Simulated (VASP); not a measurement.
# Li (P6/mmm) in VASP: a series of runs

Li is run at these levels: PBE; tasks: density of states.

Program: VASP 6.6.1. These are calculated values, not measurements. Logs are shortened: lines on timing, memory, paths and dates and some standing lists are left out, and cuts for length are marked.

## 1. The cell of the first run

It takes space group P6/mmm (No. 191, hexagonal). Conventional cell: a = 3.716 Å, b = 3.716 Å, c = 2.035 Å, α = 90.00°, β = 90.00°, γ = 120.00°. Li (site symmetry 6/mmm) has 14 Li at 2.03 to 2.37 Å within 2.7 Å. Within 2.7 Å of Li (site symmetry -6m2) lie 11 Li at 2.03 to 2.37 Å.

## 2. Density of states, PBE (volume scaled by 0.4)

The input, POSCAR:

```
Li
1.0
    3.7160572986      0.0000000000      0.0000000000
   -1.8580286493      3.2182000226      0.0000000000
    0.0000000000      0.0000000000      2.0347761974
Li
3
Direct
    0.0000000000      0.0000000000      0.0000000000
    0.3333333333      0.6666666667      0.5000000000
    0.6666666667      0.3333333333      0.5000000000
```

The input, INCAR.step1:

```
SYSTEM = Li
PREC = Accurate
ENCUT = 520
EDIFF = 1E-7
ISMEAR = -1
SIGMA = 0.08
LREAL = .False.
LASPH = .True.
NELM = 60
ALGO = Normal
ISIF = 2
LWAVE = .False.
LCHARG = .True.
GGA = PE
NBANDS = 12
```

The input, KPOINTS.step1:

```
Automatic mesh
0
Gamma
  8 8 11
  0 0 0
```

The input, INCAR.step2:

```
SYSTEM = Li
PREC = Accurate
ENCUT = 520
EDIFF = 1E-7
ISMEAR = -5
SIGMA = 0.08
LREAL = .False.
LASPH = .True.
NELM = 60
ALGO = Normal
ISIF = 2
LWAVE = .False.
LCHARG = .False.
GGA = PE
LORBIT = 10
NBANDS = 12
NEDOS = 1001
ICHARG = 11
```

The input, KPOINTS.step2:

```
Automatic mesh
0
Gamma
  12 12 17
  0 0 0
```

Potentials or basis: VASP PAW PBE potentials, release 64 (Li_sv).

Run with:

```
$ cat potpaw_PBE.64/Li_sv/POTCAR > POTCAR
$ cp INCAR.step1 INCAR
$ cp KPOINTS.step1 KPOINTS
$ mpirun -np 1 vasp_std > vasp.out
$ cp INCAR.step2 INCAR
$ cp KPOINTS.step2 KPOINTS
$ mpirun -np 1 vasp_std > vasp.out
```

OUTCAR:

```text
SYSTEM = Li
   PREC = Accurate
   ENCUT = 520
   EDIFF = 1E-7
   ISMEAR = -5
   LREAL = .False.
   LASPH = .True.
   NELM = 60
   ISIF = 2
   GGA = PE
   LORBIT = 10
   ICHARG = 11

 ion  position               nearest neighbor table
   1  0.000  0.000  0.000-   2 2.37   3 2.37   2 2.37   3 2.37   3 2.37   3 2.37   2 2.37   2 2.37
                             3 2.37   3 2.37   2 2.37   2 2.37
   2  0.333  0.667  0.500-   3 2.15   3 2.15   3 2.15   1 2.37   1 2.37   1 2.37   1 2.37   1 2.37
                             1 2.37
   3  0.667  0.333  0.500-   2 2.15   2 2.15   2 2.15   1 2.37   1 2.37   1 2.37   1 2.37   1 2.37
                             1 2.37

  LATTYP: Found a hexagonal cell.
 ALAT       =     3.7160572986
 C/A-ratio  =     0.5475631924

  Lattice vectors:

 A1 = (   3.7160572986,   0.0000000000,   0.0000000000)
 A2 = (  -1.8580286493,   3.2182000226,   0.0000000000)
 A3 = (   0.0000000000,   0.0000000000,   2.0347761974)

Analysis of symmetry for initial positions (statically):
=====================================================================
 Subroutine PRICEL returns:
 Original cell was already a primitive cell.

 Routine SETGRP: Setting up the symmetry group for a
 hexagonal supercell.

 Subroutine GETGRP returns: Found 24 space group operations
 (whereof 24 operations were pure point group operations)
 out of a pool of 24 trial point group operations.

The static configuration has the point symmetry D_6h.

Analysis of symmetry for dynamics (positions and initial velocities):
=====================================================================
 Subroutine PRICEL returns:
 Original cell was already a primitive cell.

 Routine SETGRP: Setting up the symmetry group for a
 hexagonal supercell.

 Subroutine GETGRP returns: Found 24 space group operations
 (whereof 24 operations were pure point group operations)
 out of a pool of 24 trial point group operations.

The dynamic configuration has the point symmetry D_6h.

 Subroutine INISYM returns: Found 24 space group operations
 (whereof 24 operations are pure point group operations),
 and found     1 'primitive' translations

----------------------------------------------------------------------------------------

                                     Primitive cell

  volume of cell :      24.3339

  direct lattice vectors                    reciprocal lattice vectors
     3.716057299  0.000000000  0.000000000     0.269102417  0.155366353  0.000000000
    -1.858028649  3.218200023  0.000000000     0.000000000  0.310732706  0.000000000
     0.000000000  0.000000000  2.034776197     0.000000000  0.000000000  0.491454540

  length of vectors
     3.716057299  3.716057299  2.034776197     0.310732706  0.310732706  0.491454540

  position of ions in fractional coordinates (direct lattice)
     0.000000000  0.000000000  0.000000000
     0.333333333  0.666666667  0.500000000
     0.666666667  0.333333333  0.500000000

  ion indices of the primitive-cell ions
   primitive index   ion index
                 1           1
                 2           2
                 3           3

----------------------------------------------------------------------------------------

 KPOINTS: Automatic mesh

Automatic generation of k-mesh.
 Grid dimensions read from file:
 generate k-points for:   12   12   17

 Generating k-lattice:

  Cartesian coordinates                     Fractional coordinates (reciprocal lattice)
     0.022425201  0.012947196  0.000000000     0.083333333  0.000000000  0.000000000
     0.000000000  0.025894392  0.000000000     0.000000000  0.083333333  0.000000000
     0.000000000  0.000000000  0.028909091     0.000000000  0.000000000  0.058823529

  Length of vectors
     0.025894392  0.025894392  0.028909091

  Shift w.r.t. Gamma in fractional coordinates (k-lattice)
     0.000000000  0.000000000  0.000000000

 TETIRR: Found   2420 inequivalent tetrahedra from    14688

 Subroutine IBZKPT returns following result:
 ===========================================

 Found    171 irreducible k-points:

 Following reciprocal coordinates:
            Coordinates               Weight
  0.000000  0.000000  0.000000      1.000000
  0.083333 -0.000000  0.000000      6.000000
  0.166667  0.000000  0.000000      6.000000
  0.250000 -0.000000  0.000000      6.000000
  0.333333 -0.000000  0.000000      6.000000
  0.416667  0.000000  0.000000      6.000000
[... 16 lines left out ...]
  0.250000 -0.000000  0.058824     12.000000
  0.333333 -0.000000  0.058824     12.000000
 [... further k-points ...]
   k-points           NKPTS =    171   k-points in BZ     NKDIM =    171   number of bands    NBANDS=     12
   number of dos      NEDOS =   1001   number of ions     NIONS =      3
   total plane-waves  NPLWV =  12544
   dimension x,y,z NGX =    28 NGY =   28 NGZ =   16
   dimension x,y,z NGXF=    56 NGYF=   56 NGZF=   32
   ions per type =               3
   NGX,Y,Z   is equivalent  to a cutoff of  12.53, 12.53, 13.07 a.u.
   NGXF,Y,Z  is equivalent  to a cutoff of  25.05, 25.05, 26.14 a.u.
 SYSTEM =  Li
   PREC   = accura    normal or accurate (medium, high low for compatibility)
   ISTART =      0    job   : 0-new  1-cont  2-samecut
   ICHARG =     11    charge: 1-file 2-atom 10-const
   ISPIN  =      1    spin polarized calculation?
   LNONCOLLINEAR =      F non collinear calculations
   LSORBIT =      F    spin-orbit coupling
   LASPH  =      T    aspherical Exc in radial PAW
   ENCUT  =  520.0 eV  38.22 Ry    6.18 a.u.   6.91  6.91  3.78*2*pi/ulx,y,z
   NELM   =     60;   NELMIN=  2; NELMDL=  0     # of ELM steps
   EDIFF  = 0.1E-06   stopping-criterion for ELM
   LREAL  =      F    real-space projection
   EDIFFG = 0.1E-05   stopping-criterion for IOM
   NSW    =      0    number of steps for IOM
   IBRION =     -1    ionic relax: 0-MD 1-quasi-New 2-CG
   NFREE  =      0    steps in history (QN), initial steepest desc. (CG)
   ISIF   =      2    stress and relaxation
   ISYM   =      2    0-nonsym 1-usesym 2-fastsym
   POTIM  = 0.5000    time-step for ionic-motion
   TEBEG  =    0.0;   TEEND  =   0.0 temperature during run
   PSTRESS=    0.0 pullay stress
   NELECT =       9.0000    total number of electrons
   NUPDOWN=      -1.0000    fix difference up-down
   EMIN   =  10.00;   EMAX   =-10.00  energy-range for DOS
   EFERMI =   0.00;   METHOD = LEGACY
   ISMEAR =    -5;   SIGMA  =   0.08  broadening in eV -4-tet -1-fermi 0-gaus
   EFERMI_NEDOS =   21; number of points for ismear=-14 and -15
   IALGO  =     38    algorithm
   IMIX   =      4    mixing-type and parameters
     AMIX     =   0.40;   BMIX     =  1.00
     AMIX_MAG =   1.60;   BMIX_MAG =  1.00
  volume/ion in A,a.u.               =       8.11        54.74
  Fermi-wavevector in a.u.,A,eV,Ry     =   1.175127  2.220669 18.788619  1.380925
  Thomas-Fermi vector in A             =   2.311513
   LORBIT       =     10    0 simple, 1 ext, 2 COOP (PROOUT), +10 PAW based schemes
   GGA     = PE    functional components
   LHFCALC =     F    Hartree Fock is set to
   AEXX    =    0.0000 exact exchange contribution
   IVDW    =     0    specifies the selected vdW correction
   LEPSILON=     F    determine dielectric tensor
   LRPA    =     F    only Hartree local field effects (RPA)
 non-spin polarized calculation
 Fermi weights with tetrahedron method with Bloechl corrections
  energy-cutoff  :      520.00
  volume of cell :       24.33
 maximum number of plane-waves:       670
 NGX is ok and might be reduce to    28

 number of electron       9.0000009 magnetization

 Free energy of the ion-electron system (eV)
  ---------------------------------------------------
  ext. energy  EPLUGINS =         0.00000000
  ---------------------------------------------------
  free energy    TOTEN  =        -2.35154748 eV

  energy without entropy =       -2.35154748  energy(sigma->0) =       -2.35154748

 E-fermi :   4.4755     XC(G=0):  -9.6939

 val. band max:        4.6048800532   @ k =   0.4167   0.1667   0.3529
 cond. band min:       4.4343061789   @ k =   0.1667   0.1667   0.1176
 fundamental gap:     -0.1705738743
 Fermi energy:         4.4755153346

 k-point     1 :       0.0000    0.0000    0.0000
  band No.  band energies     occupation
      1     -41.4080      2.00000
      2     -40.9877      2.00000
      3     -40.9531      2.00000
      4       0.5462      2.00000
      5       7.2615      0.00000
      6       7.2615      0.00000
      7       7.2625      0.00000
      8       7.2626      0.00000
      9      18.0021      0.00000
     10      18.8559      0.00000
     11      25.9306      0.00000
     12      30.0742      0.00000

 k-point     2 :       0.0833   -0.0000    0.0000
  band No.  band energies     occupation
      1     -41.3993      2.00000
      2     -40.9913      2.00000
      3     -40.9581      2.00000
      4       0.5820      2.00000
      5       6.0988      0.00000
      6       6.1673      0.00000
      7       8.4636      0.00000
      8       8.5543      0.00000
      9      18.1492      0.00000
     10      18.9498      0.00000
     11      26.0233      0.00000
     12      29.4244      0.00000
[... 301 lines left out ...]
 k-point    23 :       0.2500   -0.0000    0.0588
  band No.  band energies     occupation
      1     -41.3213      2.00000
      2     -41.0152      2.00000
      3     -40.9822      2.00000
      4       0.9362      2.00000
      5       4.1756      1.74631
      6       4.6971      0.15395
      7      10.6895      0.00000
      8      11.8485      0.00000
      9      18.8475      0.00000
     10      19.5956      0.00000
     11      25.5501      0.00000
     12      25.7299      0.00000

 k-point    24 :       0.3333   -0.0000    0.0588
  band No.  band energies     occupation
      1     -41.2713      2.00000
      2     -41.0503      2.00000
      3     -40.9975      2.00000
      4       1.2102      2.00000
      5       3.3395      2.00006
      6       4.1985      1.99752
      7      11.4000      0.00000
      8      13.7229      0.00000
      9      19.7338      0.00000
     10      20.6063      0.00000
     11      22.9669      0.00000
     12      24.4915      0.00000

 [... further k-points ...]

------------------------ aborting loop because EDIFF is reached ----------------------------------------

  FORCE on cell =-STRESS in cart. coord.  units (eV):
  Direction    XX          YY          ZZ          XY          YZ          ZX
  --------------------------------------------------------------------------------------
  -------------------------------------------------------------------------------------
  Total        8.7203116      8.7203116      8.6238740      0.0000000      0.0000000      0.0000000
  in kB      574.1567890    574.1567890    567.8072099      0.0000000      0.0000000      0.0000000
  external PRESSURE =     572.0402626 kB  Pullay stress =       0.0000000 kB

 VOLUME and BASIS-vectors are now :
 -----------------------------------------------------------------------------
  energy-cutoff  :      520.00
  volume of cell :       24.33
      direct lattice vectors                 reciprocal lattice vectors
     3.716057299  0.000000000  0.000000000     0.269102417  0.155366353  0.000000000
    -1.858028649  3.218200023  0.000000000     0.000000000  0.310732706  0.000000000
     0.000000000  0.000000000  2.034776197     0.000000000  0.000000000  0.491454540

 POSITION                                       TOTAL-FORCE (eV/Angst)
 -----------------------------------------------------------------------------------
      0.00000      0.00000      0.00000         0.000000      0.000000      0.000000
     -0.00000      2.14547      1.01739         0.000000      0.000000      0.000000
      1.85803      1.07273      1.01739        -0.000000     -0.000000      0.000000
 -----------------------------------------------------------------------------------
    total drift:                               -0.000000      0.000000     -0.000000

  FREE ENERGIE OF THE ION-ELECTRON SYSTEM (eV)
  ---------------------------------------------------
  free  energy   TOTEN  =        -2.3515474787 eV

  energy  without entropy=       -2.3515474787  energy(sigma->0) =       -2.35154748

 total charge

# of ion       s       p       d       tot
------------------------------------------
    1        2.100   0.151   0.000   2.251
    2        2.094   0.160   0.000   2.253
    3        2.094   0.160   0.000   2.253
--------------------------------------------------
tot          6.287   0.470   0.000   6.757
```

It took 18 s on 1 thread of Intel Xeon 6975P-C (Granite Rapids), shared host; peak memory 0.15 GiB.

What came out:

- Valence electrons inside the program's atomic spheres: Li 2.25

Levels at points of the mesh, in eV from the Fermi level:
| k point | band 1 | band 2 | band 3 | band 4 | band 5 | band 6 | band 7 | band 8 |
| --- | --- | --- | --- | --- | --- | --- | --- | --- |
| (0.00, 0.00, 0.00) | -45.88 | -45.46 | -45.43 | -3.93 | 2.79 | 2.79 | 2.79 | 2.79 |
| (0.50, 0.00, 0.00) | -45.65 | -45.63 | -45.49 | -2.52 | -2.49 | -0.80 | 7.50 | 13.40 |

Caveat: the cutoff is under 1.25 times the usual one of these potentials, so pressure, stress and relaxed cells hold a basis-set (Pulay) error; tetrahedron occupations give inexact forces and stress in metals.

## 3. Density of states, PBE (volume scaled by 0.4)

POSCAR is that of step 2.

The input, INCAR.step1:

```
PREC = Accurate
ENCUT = 520
EDIFF = 1E-7
ISMEAR = -1
SIGMA = 0.08
LREAL = False
LASPH = True
NELM = 100
ALGO = Normal
ISIF = 2
LWAVE = False
LCHARG = True
GGA = PE
NBANDS = 12
```

The input, KPOINTS.step1:

```
Automatic mesh
0
Gamma
  8 8 11
```

The input, INCAR.step2:

```
PREC = Accurate
ENCUT = 520
EDIFF = 1E-7
ISMEAR = -5
SIGMA = 0.08
LREAL = False
LASPH = True
NELM = 100
ALGO = Normal
ISIF = 2
LWAVE = False
LCHARG = False
GGA = PE
LORBIT = 11
NEDOS = 1001
ICHARG = 11
```

The input, KPOINTS.step2:

```
Automatic mesh
0
Gamma
  12 12 17
```

Potentials or basis: VASP PAW PBE potentials, release 64 (Li_sv).

Run with:

```
$ cat potpaw_PBE.64/Li_sv/POTCAR > POTCAR
$ cp INCAR.step1 INCAR
$ cp KPOINTS.step1 KPOINTS
$ mpirun -np 1 vasp_std > vasp.out
$ cp INCAR.step2 INCAR
$ cp KPOINTS.step2 KPOINTS
$ mpirun -np 1 vasp_std > vasp.out
```

Run time: 15 s. Hardware: 1 thread of Intel Xeon 6975P-C (Granite Rapids), shared host; peak memory 0.14 GiB.

Results (log left out):

* Valence electrons inside the program's atomic spheres: Li 2.25

Levels at points of the mesh, in eV from the Fermi level:
```tsv
k point	band 2	band 3	band 4	band 5	band 6	band 7
(0.00, 0.00, 0.00)	-45.46	-45.43	-3.93	2.79	2.79	2.79
(0.50, 0.00, 0.00)	-45.63	-45.49	-2.52	-2.49	-0.80	7.50
```

Caveat: the cutoff is under 1.25 times the usual one of these potentials, so pressure, stress and relaxed cells hold a basis-set (Pulay) error; tetrahedron occupations give inexact forces and stress in metals.
